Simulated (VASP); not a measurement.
A run of VASP 6.6.1 is set up as follows.

Contents of INCAR:

```
SYSTEM = K3MoS
  PREC = Accurate
  ENCUT = 600
  EDIFF = 1E-7
  ISMEAR = 0
  SIGMA = 0.1
  LREAL = .FALSE.
  LASPH = .TRUE.
  NELM = 100
  ALGO = Normal
  ISIF = 3
  LWAVE = .FALSE.
  LCHARG = .FALSE.
  GGA = PE
  IBRION = 2
  NSW = 100
  EDIFFG = -0.01
```

KPOINTS

```
Automatic mesh
0
G
  8 8 8
  0 0 0
```

The input POSCAR:

```
K3MoS
1.0
    5.7656112113      0.0000000000      0.0000000000
    0.0000000000      5.7656112113      0.0000000000
    0.0000000000      0.0000000000      5.7656112113
K Mo S
3 1 1
Direct
    0.0000000000      0.5000000000      0.0000000000
    0.0000000000      0.0000000000      0.5000000000
    0.5000000000      0.0000000000      0.0000000000
    0.0000000000      0.0000000000      0.0000000000
    0.5000000000      0.5000000000      0.5000000000
```

Potentials or basis: VASP PAW PBE potentials, release 64 (K_sv, Mo_sv, S).

Command:

```console
$ cat potpaw_PBE.64/K_sv/POTCAR potpaw_PBE.64/Mo_sv/POTCAR potpaw_PBE.64/S/POTCAR > POTCAR
$ mpirun -np 1 vasp_std > vasp.out
```

(1) What does it give for the space group after relaxing (to 0.1 Å)?

(2) Estimate the relaxed cell.

(3) What does it give for the relaxed volume?

Answers

(1) Pm-3m (No. 221).

(2) a = 5.811 Å, b = 5.811 Å, c = 5.811 Å, α = 90.00°, β = 90.00°, γ = 90.00°.

(3) 39.25 Å³/atom.
